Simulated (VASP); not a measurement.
# Hf3SnS8 (P-3m1) in VASP: notebook

Hf3SnS8 is run at these levels: PBE; tasks: single point.

All numbers are computed with VASP 6.6.1; they aren't measurements. Logs are shortened: lines on timing, memory, paths and dates and some standing lists are left out, and cuts for length are marked.

### 1 The cell of the first run

It takes space group P-3m1 (No. 164, trigonal). The conventional cell has a = 3.664 Å, b = 3.664 Å, c = 27.472 Å, α = 90.00°, β = 90.00°, γ = 120.00°. Hf (site symmetry 3m) has 6 S at 2.56 Å within 3.4 Å. Hf (site symmetry -3m) has 6 S at 2.56 Å within 3.4 Å. Sn (site symmetry -3m) has 6 S at 2.59 Å within 3.4 Å. Within 3.4 Å of S (site symmetry 3m) lie 3 Sn at 2.59 Å. S (site symmetry 3m) has 3 Hf at 2.56 Å within 3.4 Å. Within 3.4 Å of S (site symmetry 3m) lie 3 Hf at 2.56 Å. Within 3.4 Å of S (site symmetry 3m) lie 3 Hf at 2.56 Å.

### 2 Single point, PBE

The input, INCAR:

```
PREC = Accurate ; ENCUT = 520
EDIFF = 1E-6 ; ISMEAR = 0
SIGMA = 0.1 ; LREAL = F
LASPH = T ; NELM = 80
ALGO = Normal ; ISIF = 2
LWAVE = F ; LCHARG = T
GGA = PE ; LELF = T
LVHAR = T ; NBANDS = 58
```

The input, KPOINTS:

```
Automatic mesh
0
Gamma
  6 6 1
```

The input, POSCAR:

```
Hf3SnS8
1.0
    3.6639391000      0.0000000000      0.0000000000
   -1.8319695000      3.1730643000      0.0000000000
    0.0000000000      0.0000000000     27.4723053000
Hf Sn S
3 1 8
Direct
    0.0000000000      0.0000000000      0.2516920000
    0.0000000000      0.0000000000      0.5000000000
    0.0000000000      0.0000000000      0.7483080000
    0.0000000000      0.0000000000      0.0000000000
    0.3333333000      0.6666667000      0.0542800000
    0.3333333000      0.6666667000      0.3041410000
    0.3333333000      0.6666667000      0.5524490000
    0.3333333000      0.6666667000      0.8007600000
    0.6666667000      0.3333333000      0.1992400000
    0.6666667000      0.3333333000      0.4475510000
    0.6666667000      0.3333333000      0.6958590000
    0.6666667000      0.3333333000      0.9457200000
```

Potentials or basis: VASP PAW PBE potentials, release 64 (Hf_pv, Sn_d, S).

Command:

```sh
> cat potpaw_PBE.64/Hf_pv/POTCAR potpaw_PBE.64/Sn_d/POTCAR potpaw_PBE.64/S/POTCAR > POTCAR
> mpirun -np 1 vasp_std > vasp.out
```

OUTCAR:

```text
PREC = Accurate
   ENCUT = 520
   EDIFF = 1E-6
   ISMEAR = 0
   LREAL = F
   LASPH = T
   NELM = 80
   ISIF = 2
   GGA = PE

 ion  position               nearest neighbor table
   1  0.000  0.000  0.252-   6 2.56   6 2.56   6 2.56   9 2.56   9 2.56   9 2.56
   2  0.000  0.000  0.500-   7 2.56  10 2.56   7 2.56  10 2.56  10 2.56   7 2.56
   3  0.000  0.000  0.748-  11 2.56  11 2.56  11 2.56   8 2.56   8 2.56   8 2.56
   4  0.000  0.000  0.000-   5 2.59  12 2.59   5 2.59  12 2.59  12 2.59   5 2.59
   5  0.333  0.667  0.054-   4 2.59   4 2.59   4 2.59
   6  0.333  0.667  0.304-   1 2.56   1 2.56   1 2.56
   7  0.333  0.667  0.552-   2 2.56   2 2.56   2 2.56
   8  0.333  0.667  0.801-   3 2.56   3 2.56   3 2.56
   9  0.667  0.333  0.199-   1 2.56   1 2.56   1 2.56
  10  0.667  0.333  0.448-   2 2.56   2 2.56   2 2.56
  11  0.667  0.333  0.696-   3 2.56   3 2.56   3 2.56
  12  0.667  0.333  0.946-   4 2.59   4 2.59   4 2.59

  LATTYP: Found a hexagonal cell.
 ALAT       =     3.6639391000
 C/A-ratio  =     7.4980245441

  Lattice vectors:

 A1 = (   3.6639391000,   0.0000000000,   0.0000000000)
 A2 = (  -1.8319695000,   3.1730643000,   0.0000000000)
 A3 = (   0.0000000000,   0.0000000000,  27.4723053000)

Analysis of symmetry for initial positions (statically):
=====================================================================
 Subroutine PRICEL returns:
 Original cell was already a primitive cell.

 Routine SETGRP: Setting up the symmetry group for a
 hexagonal supercell.

 Subroutine GETGRP returns: Found 12 space group operations
 (whereof 12 operations were pure point group operations)
 out of a pool of 24 trial point group operations.

The static configuration has the point symmetry D_3d.

Analysis of symmetry for dynamics (positions and initial velocities):
=====================================================================
 Subroutine PRICEL returns:
 Original cell was already a primitive cell.

 Routine SETGRP: Setting up the symmetry group for a
 hexagonal supercell.

 Subroutine GETGRP returns: Found 12 space group operations
 (whereof 12 operations were pure point group operations)
 out of a pool of 24 trial point group operations.

The dynamic configuration has the point symmetry D_3d.

 Subroutine INISYM returns: Found 12 space group operations
 (whereof 12 operations are pure point group operations),
[... 107 lines left out ...]
   TEBEG  =    0.0;   TEEND  =   0.0 temperature during run
   PSTRESS=    0.0 pullay stress
   NELECT =      92.0000    total number of electrons
   NUPDOWN=      -1.0000    fix difference up-down
   EMIN   =  10.00;   EMAX   =-10.00  energy-range for DOS
   EFERMI =   0.00;   METHOD = LEGACY
   ISMEAR =     0;   SIGMA  =   0.10  broadening in eV -4-tet -1-fermi 0-gaus
   EFERMI_NEDOS =   21; number of points for ismear=-14 and -15
   IALGO  =     38    algorithm
   IMIX   =      4    mixing-type and parameters
     AMIX     =   0.40;   BMIX     =  1.00
     AMIX_MAG =   1.60;   BMIX_MAG =  1.00
  volume/ion in A,a.u.               =      26.62       179.61
  Fermi-wavevector in a.u.,A,eV,Ry     =   1.081177  2.043128 15.904437  1.168943
  Thomas-Fermi vector in A             =   2.217187
   LORBIT       =      0    0 simple, 1 ext, 2 COOP (PROOUT), +10 PAW based schemes
   GGA     = PE    functional components
   LHFCALC =     F    Hartree Fock is set to
   AEXX    =    0.0000 exact exchange contribution
   IVDW    =     0    specifies the selected vdW correction
   LEPSILON=     F    determine dielectric tensor
   LRPA    =     F    only Hartree local field effects (RPA)
 non-spin polarized calculation
 Gauss-broadening in eV      SIGMA  =   0.10
  energy-cutoff  :      520.00
  volume of cell :      319.39
 maximum number of plane-waves:      8650
 NGX is ok and might be reduce to    28
   NGX = 13   NGY = 13   NGZ =103

 number of electron      92.0000006 magnetization

 Free energy of the ion-electron system (eV)
  ---------------------------------------------------
  ext. energy  EPLUGINS =         0.00000000
  ---------------------------------------------------
  free energy    TOTEN  =       -81.97257194 eV

  energy without entropy =      -81.97257194  energy(sigma->0) =      -81.97257194

 E-fermi :   2.5457     XC(G=0):  -8.5927

 val. band max:        1.9957377086   @ k =   0.0000   0.0000   0.0000
 cond. band min:       3.2162336717   @ k =   0.5000   0.0000   0.0000
 fundamental gap:      1.2204959631
 Fermi energy:         2.5456901866

 k-point     1 :       0.0000    0.0000    0.0000
  band No.  band energies     occupation
      1     -28.7029      2.00000
      2     -28.7029      2.00000
      3     -28.7022      2.00000
      4     -28.5925      2.00000
      5     -28.5925      2.00000
      6     -28.5925      2.00000
[... 416 lines left out ...]
     57       7.6425      0.00000
     58       7.6502      0.00000

------------------------ aborting loop because EDIFF is reached ----------------------------------------

  FORCE on cell =-STRESS in cart. coord.  units (eV):
  Direction    XX          YY          ZZ          XY          YZ          ZX
  --------------------------------------------------------------------------------------
  -------------------------------------------------------------------------------------
  Total       -0.6555945     -0.6555945     -0.7233485     -0.0000000      0.0000000     -0.0000000
  in kB       -3.2886957     -3.2886956     -3.6285738     -0.0000001      0.0000000     -0.0000000
  external PRESSURE =      -3.4019884 kB  Pullay stress =       0.0000000 kB

 VOLUME and BASIS-vectors are now :
 -----------------------------------------------------------------------------
  energy-cutoff  :      520.00
  volume of cell :      319.39
      direct lattice vectors                 reciprocal lattice vectors
     3.663939100  0.000000000  0.000000000     0.272930301  0.157576380  0.000000000
    -1.831969500  3.173064300  0.000000000     0.000000000  0.315152769  0.000000000
     0.000000000  0.000000000 27.472305300     0.000000000  0.000000000  0.036400294

 POSITION                                       TOTAL-FORCE (eV/Angst)
 -----------------------------------------------------------------------------------
      0.00000      0.00000      6.91456         0.000000      0.000000     -0.000050
      0.00000      0.00000     13.73615         0.000000      0.000000      0.000000
      0.00000      0.00000     20.55775         0.000000      0.000000      0.000050
      0.00000      0.00000      0.00000         0.000000      0.000000      0.000000
     -0.00000      2.11538      1.49120         0.000000     -0.000000     -0.009234
     -0.00000      2.11538      8.35545         0.000000     -0.000000     -0.073582
     -0.00000      2.11538     15.17705        -0.000000      0.000000     -0.073183
     -0.00000      2.11538     21.99872        -0.000000     -0.000000     -0.073531
      1.83197      1.05769      5.47358         0.000000      0.000000      0.073531
      1.83197      1.05769     12.29526        -0.000000      0.000000      0.073183
      1.83197      1.05769     19.11685         0.000000      0.000000      0.073582
      1.83197      1.05769     25.98111        -0.000000      0.000000      0.009234
 -----------------------------------------------------------------------------------
    total drift:                               -0.000000     -0.000000      0.000000

  FREE ENERGIE OF THE ION-ELECTRON SYSTEM (eV)
  ---------------------------------------------------
  free  energy   TOTEN  =       -81.9725719354 eV

  energy  without entropy=      -81.9725719354  energy(sigma->0) =      -81.97257194
```

OSZICAR:

```text
N       E                     dE             d eps       ncg     rms          rms(c)
DAV:   1     0.730016917960E+03    0.73002E+03   -0.42381E+04   820   0.151E+03
DAV:   2     0.169630468339E+02   -0.71305E+03   -0.68604E+03   908   0.361E+02
DAV:   3    -0.825017830489E+02   -0.99465E+02   -0.95675E+02   964   0.127E+02
[... 11 lines left out ...]
DAV:  15    -0.819725900607E+02    0.38061E-05   -0.29522E-05   864   0.152E-02    0.183E-02
DAV:  16    -0.819725858043E+02    0.42564E-05   -0.27796E-06   776   0.720E-03    0.164E-02
DAV:  17    -0.819725741100E+02    0.11694E-04   -0.13160E-05   976   0.207E-02    0.692E-03
DAV:  18    -0.819725718046E+02    0.23054E-05   -0.86623E-06   872   0.114E-02    0.720E-03
DAV:  19    -0.819725719354E+02   -0.13080E-06   -0.27336E-06   632   0.457E-03
   1 F= -.81972572E+02 E0= -.81972572E+02  d E =-.395683E-15
```

Wall time 4.9 min (1 thread of Intel Xeon 6975P-C, shared host); peak memory 0.47 GiB.

Results:

| Property | Result |
| --- | --- |
| Free energy | -81.9726 eV |
| Pressure | -0.3 GPa |
| Largest force | 0.074 eV/Å |
| Band gap on the k mesh | 1.22 eV, indirect (least direct gap 1.79 eV) |

Forces on the atoms (eV/Å):
```
Hf   0.000  0.000  0.000
Hf   0.000  0.000  0.000
Hf   0.000  0.000  0.000
Sn   0.000  0.000  0.000
S    0.000  0.000 -0.009
S    0.000  0.000 -0.074
S    0.000  0.000 -0.073
S    0.000  0.000 -0.074
S    0.000  0.000  0.074
S    0.000  0.000  0.073
S    0.000  0.000  0.074
S    0.000  0.000  0.009
```

Caveat: spin-orbit coupling is left out, which moves the levels of the heavy elements; this functional lacks dispersion, which binds the layers, so the pressure and a relaxed spacing across them are unreliable. A k mesh can miss the band edges.

### 3 Single point, PBE

The input, INCAR:

```
SYSTEM = Hf3SnS8
  PREC = Accurate
  ENCUT = 520
  EDIFF = 1E-6
  ISMEAR = 0
  SIGMA = 0.1
  LREAL = .False.
  LASPH = .True.
  NELM = 80
  ALGO = Normal
  ISIF = 2
  LWAVE = .False.
  LCHARG = .False.
  GGA = PE
  NBANDS = 58
```

The input, KPOINTS:

```
regular mesh
0
Gamma
  6 6 1
  0 0 0
```

The input, POSCAR:

```
Hf3SnS8
1.0
    3.6639390778     -0.0000000289      0.0000000000
   -1.8319695139      3.1730643337      0.0000000000
    0.0000000000      0.0000000000     27.4723053000
Hf Sn S
3 1 8
Direct
    0.0000000000      0.0000000000      0.2516920000
    0.0000000000      0.0000000000      0.5000000000
    0.0000000000      0.0000000000      0.7483080000
    0.0000000000      0.0000000000      0.0000000000
    0.3333333333      0.6666666667      0.0542800000
    0.3333333333      0.6666666667      0.3041410000
    0.3333333333      0.6666666667      0.5524490000
    0.3333333333      0.6666666667      0.8007600000
    0.6666666667      0.3333333333      0.1992400000
    0.6666666667      0.3333333333      0.4475510000
    0.6666666667      0.3333333333      0.6958590000
    0.6666666667      0.3333333333      0.9457200000
```

Potentials or basis: VASP PAW PBE potentials, release 64 (Hf_pv, Sn_d, S).

Command:

```sh
> cat potpaw_PBE.64/Hf_pv/POTCAR potpaw_PBE.64/Sn_d/POTCAR potpaw_PBE.64/S/POTCAR > POTCAR
> mpirun -np 1 vasp_std > vasp.out
```

It took 4.4 min on 1 thread of Intel Xeon 6975P-C, shared host; peak memory 0.47 GiB.

Results (log left out):

```
Free energy            : -81.9726 eV
Pressure               : -0.3 GPa
Largest force          : 0.074 eV/Å
Band gap on the k mesh : 1.22 eV, indirect (least direct gap 1.79 eV)
```

Forces on the atoms (eV/Å):
```
Hf   0.000  0.000  0.000
Hf   0.000  0.000  0.000
Hf   0.000  0.000  0.000
Sn   0.000  0.000  0.000
S    0.000  0.000 -0.009
S    0.000  0.000 -0.074
S    0.000  0.000 -0.073
S    0.000  0.000 -0.074
S    0.000  0.000  0.074
S    0.000  0.000  0.073
S    0.000  0.000  0.074
S    0.000  0.000  0.009
```

Levels at points of the mesh, in eV from the valence-band top:
```csv
k point,band 44,band 45,band 46,band 47,band 48,band 49
"(0.00, 0.00, 0.00)",-0.01,0.00,0.00,2.08,2.08,2.08
"(0.50, 0.00, 0.00)",-1.03,-0.84,-0.57,1.22,1.33,1.35
```

Caveat: spin-orbit coupling is left out, which moves the levels of the heavy elements; this functional lacks dispersion, which binds the layers, so the pressure and a relaxed spacing across them are unreliable.

(Continued in part 2 of 2.)
